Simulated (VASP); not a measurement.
# Ir3Rh (Pm-3m) in VASP: a series of runs

The runs below take Ir3Rh through single point, relaxation of cell and atoms, with LDA.

All numbers are computed with VASP 6.6.1; they aren't measurements. Logs are shortened: lines on timing, memory, paths and dates and some standing lists are left out, and cuts for length are marked.

### Step 1. The cell of the first run

The structure is cubic, space group Pm-3m (No. 221). Conventional cell: a = 3.795 Å, b = 3.795 Å, c = 3.795 Å, α = 90.00°, β = 90.00°, γ = 90.00°. Ir (site symmetry 4/mmm) has 8 Ir at 2.68 Å and 4 Rh at 2.68 Å within 3.5 Å. Within 3.5 Å of Rh (site symmetry m-3m) lie 12 Ir at 2.68 Å.

### Step 2. Single point, LDA

Contents of INCAR:

```
SYSTEM = Ir3Rh
PREC     = Accurate       ! precision mode
ENCUT    = 520            ! plane-wave cutoff, eV
EDIFF    = 1E-6           ! SCF threshold, eV
ISMEAR   = -1             ! smearing method
SIGMA    = 0.05           ! smearing width, eV
LREAL    = .False.        ! projectors in reciprocal space
LASPH    = .True.         ! aspherical terms in the spheres
NELM     = 60             ! most SCF steps
ALGO     = Normal         ! electronic algorithm
ISIF     = 2              ! what is computed and relaxed
LWAVE    = .False.        ! write WAVECAR
LCHARG   = .False.        ! write CHGCAR
GGA      = CA             ! functional
NBANDS   = 29             ! bands
```

Contents of KPOINTS:

```
regular mesh
0
Gamma
  6 6 6
  0 0 0
```

Contents of POSCAR:

```
Ir3Rh
1.0
    3.7953048524      0.0000000000      0.0000000000
    0.0000000000      3.7953048524      0.0000000000
    0.0000000000      0.0000000000      3.7953048524
Ir Rh
3 1
Direct
    0.5000000000      0.0000000000      0.5000000000
    0.0000000000      0.5000000000      0.5000000000
    0.5000000000      0.5000000000      0.0000000000
    0.0000000000      0.0000000000      0.0000000000
```

Potentials or basis: VASP PAW LDA potentials, release 64 (Ir, Rh_pv).

Run with:

```console
> cat potpaw_LDA.64/Ir/POTCAR potpaw_LDA.64/Rh_pv/POTCAR > POTCAR
> mpirun -np 1 vasp_std > vasp.out
```

OUTCAR:

```text
SYSTEM = Ir3Rh
   PREC = Accurate
   ENCUT = 520
   EDIFF = 1E-6
   ISMEAR = -1
   LREAL = .False.
   LASPH = .True.
   NELM = 60
   ISIF = 2
   GGA = CA

 ion  position               nearest neighbor table
   1  0.500  0.000  0.500-   2 2.68   3 2.68   4 2.68   3 2.68   4 2.68   2 2.68   3 2.68   3 2.68
                             2 2.68   4 2.68   4 2.68   2 2.68
   2  0.000  0.500  0.500-   1 2.68   3 2.68   4 2.68   3 2.68   4 2.68   1 2.68   4 2.68   4 2.68
                             1 2.68   3 2.68   3 2.68   1 2.68
   3  0.500  0.500  0.000-   1 2.68   2 2.68   4 2.68   1 2.68   2 2.68   1 2.68   4 2.68   1 2.68
                             2 2.68   4 2.68   2 2.68   4 2.68
   4  0.000  0.000  0.000-   1 2.68   2 2.68   3 2.68   1 2.68   2 2.68   2 2.68   3 2.68   2 2.68
                             1 2.68   3 2.68   1 2.68   3 2.68

  LATTYP: Found a simple cubic cell.
 ALAT       =     3.7953048524

  Lattice vectors:

 A1 = (   3.7953048524,   0.0000000000,   0.0000000000)
 A2 = (   0.0000000000,   3.7953048524,   0.0000000000)
 A3 = (   0.0000000000,   0.0000000000,   3.7953048524)

Analysis of symmetry for initial positions (statically):
=====================================================================
 Subroutine PRICEL returns:
 Original cell was already a primitive cell.

 Routine SETGRP: Setting up the symmetry group for a
 simple cubic supercell.

 Subroutine GETGRP returns: Found 48 space group operations
 (whereof 48 operations were pure point group operations)
 out of a pool of 48 trial point group operations.

The static configuration has the point symmetry O_h .

Analysis of symmetry for dynamics (positions and initial velocities):
=====================================================================
 Subroutine PRICEL returns:
 Original cell was already a primitive cell.

 Routine SETGRP: Setting up the symmetry group for a
 simple cubic supercell.

 Subroutine GETGRP returns: Found 48 space group operations
 (whereof 48 operations were pure point group operations)
 out of a pool of 48 trial point group operations.

The dynamic configuration has the point symmetry O_h .

 Subroutine INISYM returns: Found 48 space group operations
 (whereof 48 operations are pure point group operations),
 and found     1 'primitive' translations

----------------------------------------------------------------------------------------

                                     Primitive cell

  volume of cell :      54.6689

  direct lattice vectors                    reciprocal lattice vectors
     3.795304852  0.000000000  0.000000000     0.263483446  0.000000000  0.000000000
     0.000000000  3.795304852  0.000000000     0.000000000  0.263483446  0.000000000
     0.000000000  0.000000000  3.795304852     0.000000000  0.000000000  0.263483446

  length of vectors
     3.795304852  3.795304852  3.795304852     0.263483446  0.263483446  0.263483446

  position of ions in fractional coordinates (direct lattice)
     0.500000000  0.000000000  0.500000000
     0.000000000  0.500000000  0.500000000
     0.500000000  0.500000000  0.000000000
     0.000000000  0.000000000  0.000000000

  ion indices of the primitive-cell ions
   primitive index   ion index
                 1           1
                 2           2
                 3           3
                 4           4

----------------------------------------------------------------------------------------

 KPOINTS: regular mesh

Automatic generation of k-mesh.
 Grid dimensions read from file:
 generate k-points for:    6    6    6

 Generating k-lattice:

  Cartesian coordinates                     Fractional coordinates (reciprocal lattice)
     0.043913908  0.000000000  0.000000000     0.166666667  0.000000000  0.000000000
     0.000000000  0.043913908  0.000000000     0.000000000  0.166666667  0.000000000
     0.000000000  0.000000000  0.043913908     0.000000000  0.000000000  0.166666667

  Length of vectors
     0.043913908  0.043913908  0.043913908

  Shift w.r.t. Gamma in fractional coordinates (k-lattice)
     0.000000000  0.000000000  0.000000000

 Subroutine IBZKPT returns following result:
 ===========================================

 Found     20 irreducible k-points:

 Following reciprocal coordinates:
            Coordinates               Weight
  0.000000  0.000000  0.000000      1.000000
  0.166667  0.000000  0.000000      6.000000
  0.333333  0.000000  0.000000      6.000000
  0.500000  0.000000  0.000000      3.000000
  0.166667  0.166667  0.000000     12.000000
  0.333333  0.166667  0.000000     24.000000
[... 12 lines left out ...]
  0.500000  0.500000  0.333333      6.000000
  0.500000  0.500000  0.500000      1.000000
   k-points           NKPTS =     20   k-points in BZ     NKDIM =     20   number of bands    NBANDS=     29
   number of dos      NEDOS =    301   number of ions     NIONS =      4
   total plane-waves  NPLWV =  21952
   dimension x,y,z NGX =    28 NGY =   28 NGZ =   28
   dimension x,y,z NGXF=    56 NGYF=   56 NGZF=   56
   ions per type =               3   1
   NGX,Y,Z   is equivalent  to a cutoff of  12.26, 12.26, 12.26 a.u.
   NGXF,Y,Z  is equivalent  to a cutoff of  24.53, 24.53, 24.53 a.u.
 SYSTEM =  Ir3Rh
   PREC   = accura    normal or accurate (medium, high low for compatibility)
   ISTART =      0    job   : 0-new  1-cont  2-samecut
   ICHARG =      2    charge: 1-file 2-atom 10-const
   ISPIN  =      1    spin polarized calculation?
   LNONCOLLINEAR =      F non collinear calculations
   LSORBIT =      F    spin-orbit coupling
   LASPH  =      T    aspherical Exc in radial PAW
   ENCUT  =  520.0 eV  38.22 Ry    6.18 a.u.   7.06  7.06  7.06*2*pi/ulx,y,z
   NELM   =     60;   NELMIN=  2; NELMDL= -5     # of ELM steps
   EDIFF  = 0.1E-05   stopping-criterion for ELM
   LREAL  =      F    real-space projection
   EDIFFG = 0.1E-04   stopping-criterion for IOM
   NSW    =      0    number of steps for IOM
   IBRION =     -1    ionic relax: 0-MD 1-quasi-New 2-CG
   NFREE  =      0    steps in history (QN), initial steepest desc. (CG)
   ISIF   =      2    stress and relaxation
   ISYM   =      2    0-nonsym 1-usesym 2-fastsym
   POTIM  = 0.5000    time-step for ionic-motion
   TEBEG  =    0.0;   TEEND  =   0.0 temperature during run
   PSTRESS=    0.0 pullay stress
   NELECT =      42.0000    total number of electrons
   NUPDOWN=      -1.0000    fix difference up-down
   EMIN   =  10.00;   EMAX   =-10.00  energy-range for DOS
   EFERMI =   0.00;   METHOD = LEGACY
   ISMEAR =    -1;   SIGMA  =   0.05  broadening in eV -4-tet -1-fermi 0-gaus
   EFERMI_NEDOS =   21; number of points for ismear=-14 and -15
   IALGO  =     38    algorithm
   IMIX   =      4    mixing-type and parameters
     AMIX     =   0.40;   BMIX     =  1.00
     AMIX_MAG =   1.60;   BMIX_MAG =  1.00
  volume/ion in A,a.u.               =      13.67        92.23
  Fermi-wavevector in a.u.,A,eV,Ry     =   1.499378  2.833414 30.587743  2.248136
  Thomas-Fermi vector in A             =   2.611016
   LORBIT       =      0    0 simple, 1 ext, 2 COOP (PROOUT), +10 PAW based schemes
   GGA     = CA    functional components
   LHFCALC =     F    Hartree Fock is set to
   AEXX    =    0.0000 exact exchange contribution
   IVDW    =     0    specifies the selected vdW correction
   LEPSILON=     F    determine dielectric tensor
   LRPA    =     F    only Hartree local field effects (RPA)
 non-spin polarized calculation
  energy-cutoff  :      520.00
  volume of cell :       54.67
 maximum number of plane-waves:      1492
   NGX = 15   NGY = 15   NGZ = 15

 number of electron      42.0000007 magnetization

 Free energy of the ion-electron system (eV)
  ---------------------------------------------------
  ext. energy  EPLUGINS =         0.00000000
  ---------------------------------------------------
  free energy    TOTEN  =       -39.78900611 eV

  energy without entropy =      -39.76147411  energy(sigma->0) =      -39.77524011

 E-fermi :  11.1426     XC(G=0): -14.3575

 val. band max:       11.1382326289   @ k =   0.3333   0.3333   0.0000
 cond. band min:      11.1682950140   @ k =   0.3333   0.3333   0.1667
 fundamental gap:      0.0300623851
 Fermi energy:        11.1426416097

 k-point     1 :       0.0000    0.0000    0.0000
  band No.  band energies     occupation
      1     -35.8330      2.00000
      2     -35.8330      2.00000
      3     -35.8330      2.00000
      4       0.4244      2.00000
      5       3.2161      2.00000
      6       3.3763      2.00000
[... 21 lines left out ...]
     28      21.9398      0.00000
     29      21.9398      0.00000

 k-point     2 :       0.1667    0.0000    0.0000
  band No.  band energies     occupation
      1     -35.8365      2.00000
      2     -35.8338      2.00000
      3     -35.8338      2.00000
      4       0.8352      2.00000
      5       3.4801      2.00000
      6       3.6023      2.00000
[... 21 lines left out ...]
     28      21.0603      0.00000
     29      21.6759      0.00000

 k-point     3 :       0.3333    0.0000    0.0000
  band No.  band energies     occupation
      1     -35.8435      2.00000
      2     -35.8354      2.00000
      3     -35.8354      2.00000
      4       1.9482      2.00000
      5       3.8834      2.00000
      6       4.2912      2.00000
[... 21 lines left out ...]
     28      20.2062      0.00000
     29      20.9406      0.00000

 k-point     4 :       0.5000    0.0000    0.0000
  band No.  band energies     occupation
      1     -35.8470      2.00000
      2     -35.8362      2.00000
      3     -35.8362      2.00000
      4       2.9841      2.00000
      5       3.7839      2.00000
      6       4.7801      2.00000
[... 469 lines left out ...]
     28      18.2327      0.00000
     29      18.9669      0.00000

 k-point    19 :       0.5000    0.5000    0.3333
  band No.  band energies     occupation
      1     -35.8391      2.00000
      2     -35.8391      2.00000
      3     -35.8382      2.00000
      4       3.3631      2.00000
      5       3.3631      2.00000
      6       3.3793      2.00000
[... 21 lines left out ...]
     28      19.1753      0.00000
     29      19.1807      0.00000

 k-point    20 :       0.5000    0.5000    0.5000
  band No.  band energies     occupation
      1     -35.8379      2.00000
      2     -35.8379      2.00000
      3     -35.8379      2.00000
      4       3.0972      2.00000
      5       3.0972      2.00000
      6       3.0972      2.00000
[... 21 lines left out ...]
     28      18.5310      0.00000
     29      18.5310      0.00000

------------------------ aborting loop because EDIFF is reached ----------------------------------------

  FORCE on cell =-STRESS in cart. coord.  units (eV):
  Direction    XX          YY          ZZ          XY          YZ          ZX
  --------------------------------------------------------------------------------------
  -------------------------------------------------------------------------------------
  Total        0.7183172      0.7183172      0.7183172      0.0000000      0.0000000     -0.0000000
  in kB       21.0516843     21.0516843     21.0516843      0.0000000      0.0000000     -0.0000000
  external PRESSURE =      21.0516843 kB  Pullay stress =       0.0000000 kB

 VOLUME and BASIS-vectors are now :
 -----------------------------------------------------------------------------
  energy-cutoff  :      520.00
  volume of cell :       54.67
      direct lattice vectors                 reciprocal lattice vectors
     3.795304852  0.000000000  0.000000000     0.263483446  0.000000000  0.000000000
     0.000000000  3.795304852  0.000000000     0.000000000  0.263483446  0.000000000
     0.000000000  0.000000000  3.795304852     0.000000000  0.000000000  0.263483446

 POSITION                                       TOTAL-FORCE (eV/Angst)
 -----------------------------------------------------------------------------------
      1.89765      0.00000      1.89765         0.000000      0.000000      0.000000
      0.00000      1.89765      1.89765         0.000000      0.000000      0.000000
      1.89765      1.89765      0.00000         0.000000      0.000000      0.000000
      0.00000      0.00000      0.00000         0.000000      0.000000      0.000000
 -----------------------------------------------------------------------------------
    total drift:                               -0.000000      0.000000      0.000000

  FREE ENERGIE OF THE ION-ELECTRON SYSTEM (eV)
  ---------------------------------------------------
  free  energy   TOTEN  =       -39.7890061109 eV

  energy  without entropy=      -39.7614741054  energy(sigma->0) =      -39.77524011
```

It took 35 s on 1 thread of Intel Xeon 8259CL, shared host; peak memory 0.16 GiB.

What came out:

```yaml
Free_energy: -39.7890 eV
Pressure: 2.1 GPa
Band_gap_on_the_k_mesh: zero (bands 21 and 22 overlap by 2.43 eV)
```

Caveat: spin-orbit coupling is left out, which moves the levels of the heavy elements.

### Step 3. Relaxation of cell and atoms, LDA

This run uses another cell than the first one, of 14.16 Å³/atom.

Contents of INCAR:

```
  PREC = Accurate
  ENCUT = 600
  EDIFF = 1E-6
  ISMEAR = -1
  SIGMA = 0.05
  LREAL = False
  LASPH = True
  NELM = 60
  ALGO = Normal
  ISIF = 3
  LWAVE = False
  LCHARG = False
  GGA = CA
  IBRION = 2
  NSW = 80
  EDIFFG = -0.01
```

Contents of KPOINTS:

```
regular mesh
0
Gamma
  6 6 6
```

Contents of POSCAR:

```
Ir3Rh
1.0
    3.8403358500      0.0000000000      0.0000000000
    0.0000000000      3.8403358500      0.0000000000
    0.0000000000      0.0000000000      3.8403358500
Ir Rh
3 1
Direct
    0.5000000000      0.0000000000      0.5000000000
    0.0000000000      0.5000000000      0.5000000000
    0.5000000000      0.5000000000      0.0000000000
    0.0000000000      0.0000000000      0.0000000000
```

Potentials or basis: VASP PAW LDA potentials, release 64 (Ir, Rh_pv).

Run with:

```console
> cat potpaw_LDA.64/Ir/POTCAR potpaw_LDA.64/Rh_pv/POTCAR > POTCAR
> mpirun -np 1 vasp_std > vasp.out
```

OUTCAR:

```text
PREC = Accurate
   ENCUT = 600
   EDIFF = 1E-6
   ISMEAR = -1
   LREAL = False
   LASPH = True
   NELM = 60
   ISIF = 3
   GGA = CA
   IBRION = 2
   NSW = 80
   EDIFFG = -0.01

 ion  position               nearest neighbor table
   1  0.500  0.000  0.500-   2 2.72   3 2.72   4 2.72   3 2.72   4 2.72   2 2.72   3 2.72   3 2.72
                             2 2.72   4 2.72   4 2.72   2 2.72
   2  0.000  0.500  0.500-   1 2.72   3 2.72   4 2.72   3 2.72   4 2.72   1 2.72   4 2.72   4 2.72
                             1 2.72   3 2.72   3 2.72   1 2.72
   3  0.500  0.500  0.000-   1 2.72   2 2.72   4 2.72   1 2.72   2 2.72   1 2.72   4 2.72   1 2.72
                             2 2.72   4 2.72   2 2.72   4 2.72
   4  0.000  0.000  0.000-   1 2.72   2 2.72   3 2.72   1 2.72   2 2.72   2 2.72   3 2.72   2 2.72
                             1 2.72   3 2.72   1 2.72   3 2.72

  LATTYP: Found a simple cubic cell.
 ALAT       =     3.8403358500

  Lattice vectors:

[... 185 lines left out ...]
  -------------------------------------------------------------------------------------
  Total       -3.7469018     -3.7469018     -3.7469018     -0.0000000     -0.0000000      0.0000000
  in kB     -105.9925342   -105.9925342   -105.9925342     -0.0000000     -0.0000000      0.0000000
  external PRESSURE =    -105.9925342 kB  Pullay stress =       0.0000000 kB
[... 101 lines left out ...]
--------------------------------------- Ionic step        4  -------------------------------------------

 number of electron      41.9999997 magnetization

 Free energy of the ion-electron system (eV)
  ---------------------------------------------------
  ext. energy  EPLUGINS =         0.00000000
  ---------------------------------------------------
  free energy    TOTEN  =       -39.79200434 eV

  energy without entropy =      -39.76427965  energy(sigma->0) =      -39.77814200

 E-fermi :  11.0331     XC(G=0): -14.3224

 val. band max:       11.0293604974   @ k =   0.3333   0.3333   0.0000
 cond. band min:      11.0587541508   @ k =   0.3333   0.3333   0.1667
 fundamental gap:      0.0293936534
 Fermi energy:        11.0330889792

 k-point     1 :       0.0000    0.0000    0.0000
  band No.  band energies     occupation
      1     -35.9227      2.00000
      2     -35.9227      2.00000
      3     -35.9227      2.00000
      4       0.3760      2.00000
      5       3.1761      2.00000
      6       3.3348      2.00000
[... 580 lines left out ...]
  FREE ENERGIE OF THE ION-ELECTRON SYSTEM (eV)
  ---------------------------------------------------
  free  energy   TOTEN  =       -39.7920043388 eV

  energy  without entropy=      -39.7642796530  energy(sigma->0) =      -39.77814200

 reached required accuracy - stopping structural energy minimisation
```

OSZICAR:

```text
N       E                     dE             d eps       ncg     rms          rms(c)
DAV:   1     0.506557655783E+03    0.50656E+03   -0.23435E+04  1032   0.196E+03
DAV:   2    -0.710893215124E+01   -0.51367E+03   -0.50518E+03  1000   0.564E+02
DAV:   3    -0.407488539313E+02   -0.33640E+02   -0.32068E+02  1389   0.135E+02
DAV:   4    -0.421848730583E+02   -0.14360E+01   -0.14184E+01  1181   0.286E+01
[... 37 lines left out ...]
DAV:   1    -0.397926586492E+02   -0.78556E-03   -0.15542E-02  1024   0.140E+00    0.228E-01
DAV:   2    -0.397926510138E+02    0.76354E-05   -0.66632E-03  1247   0.898E-01    0.194E-01
DAV:   3    -0.397920266177E+02    0.62440E-03   -0.26211E-03  1373   0.632E-01    0.438E-02
DAV:   4    -0.397920043662E+02    0.22252E-04   -0.16388E-04  1073   0.114E-01    0.146E-02
DAV:   5    -0.397920043388E+02    0.27352E-07   -0.92180E-06  1158   0.247E-02
   4 F= -.39792004E+02 E0= -.39778142E+02  d E =-.566947E-01
```

CONTCAR:

```text
Ir3Rh
   1.00000000000000
     3.8027852501193338    0.0000000000000000    0.0000000000000000
    -0.0000000000000000    3.8027852501193338    0.0000000000000000
     0.0000000000000000   -0.0000000000000000    3.8027852501193338
  Ir              Rh
     3     1
Direct
     0.5000000000000000    0.0000000000000000    0.5000000000000000
     0.0000000000000000    0.5000000000000000    0.5000000000000000
     0.5000000000000000    0.5000000000000000    0.0000000000000000
     0.0000000000000000    0.0000000000000000    0.0000000000000000

  0.00000000E+00  0.00000000E+00  0.00000000E+00
  0.00000000E+00  0.00000000E+00  0.00000000E+00
  0.00000000E+00  0.00000000E+00  0.00000000E+00
  0.00000000E+00  0.00000000E+00  0.00000000E+00
```

Wall time 2.1 min (1 thread of Intel Xeon 8259CL, shared host); peak memory 0.18 GiB.

Results:

| Property | Result |
| --- | --- |
| Free energy | -39.7920 eV |
| Relaxed volume | 13.75 Å³/atom |
| Relaxed cell | a = 3.803 Å, b = 3.803 Å, c = 3.803 Å, α = 90.00°, β = 90.00°, γ = 90.00° |
| Space group after relaxing (to 0.1 Å) | Pm-3m (No. 221) |
| Energy gained by relaxing | 14.2 meV/atom |
| Ionic steps | 4 |
| Pressure after relaxing | -0.1 GPa |
| Band gap on the k mesh | zero (bands 21 and 22 overlap by 2.40 eV) |

The path:
```csv
step,energy change (eV),largest force (eV/Å),pressure (GPa),volume (Å³)
1,0.0000,0.0000,-10.60,56.64
2,0.8171,0.0000,54.98,49.30
3,-0.0566,0.0000,-0.52,55.06
4,-0.0567,0.0000,-0.08,54.99
```

Final structure:
```xyz
4
Lattice="3.8028 0.0000 0.0000 0.0000 3.8028 0.0000 0.0000 0.0000 3.8028" Properties=species:S:1:pos:R:3 pbc="T T T"
Ir    1.9014    0.0000    1.9014
Ir    0.0000    1.9014    1.9014
Ir    1.9014    1.9014    0.0000
Rh    0.0000    0.0000    0.0000
```

Levels at points of the mesh, in eV from the Fermi level:
```csv
k point,band 18,band 19,band 20,band 21,band 22,band 23,band 24,band 25
"(0.00, 0.00, 0.00)",1.07,1.07,1.07,1.12,1.71,1.71,1.71,2.11
"(0.50, 0.00, 0.00)",-1.76,-1.76,-1.74,-1.65,-0.46,-0.07,1.06,1.71
"(0.50, 0.50, 0.00)",-2.36,-2.34,-1.51,-1.51,-1.29,-1.18,2.34,3.14
"(0.50, 0.50, 0.50)",-0.35,-0.35,0.62,0.62,0.71,0.71,1.12,1.12
```

Caveat: spin-orbit coupling is left out, which moves the levels of the heavy elements.
